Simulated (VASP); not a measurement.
A run of VASP 6.6.1 is set up as follows.

INCAR

```
SYSTEM = La
PREC     = Accurate       ! precision mode
ENCUT    = 500            ! plane-wave cutoff, eV
EDIFF    = 1E-6           ! SCF threshold, eV
ISMEAR   = -1             ! smearing method
SIGMA    = 0.1            ! smearing width, eV
LREAL    = .FALSE.        ! projectors in reciprocal space
LASPH    = .TRUE.         ! aspherical terms in the spheres
NELM     = 200            ! most SCF steps
ALGO     = Normal         ! electronic algorithm
ISIF     = 2              ! what is computed and relaxed
LWAVE    = .FALSE.        ! write WAVECAR
LCHARG   = .TRUE.         ! write CHGCAR
GGA      = PE             ! functional
LELF     = .TRUE.         ! ELF
LVHAR    = .TRUE.       
NBANDS   = 12             ! bands
GGA_COMPAT= .FALSE.      
LMAXMIX  = 6              ! l up to which the mixer works
```

File KPOINTS:

```
Automatic mesh
0
G
  12 12 12
  0 0 0
```

The input POSCAR:

```
La
1.0
    0.0000000000      2.6523757748      2.6523757748
    2.6523757748      0.0000000000      2.6523757748
    2.6523757748      2.6523757748      0.0000000000
La
1
Direct
    0.0000000000      0.0000000000      0.0000000000
```

Potentials or basis: VASP PAW PBE potentials, release 64 (La).

Launch:

```bash
$ cat potpaw_PBE.64/La/POTCAR > POTCAR
$ mpirun -np 1 vasp_std > vasp.out
```

(1) What does it give for the pressure?

## Answers

(1) -0.2 GPa.
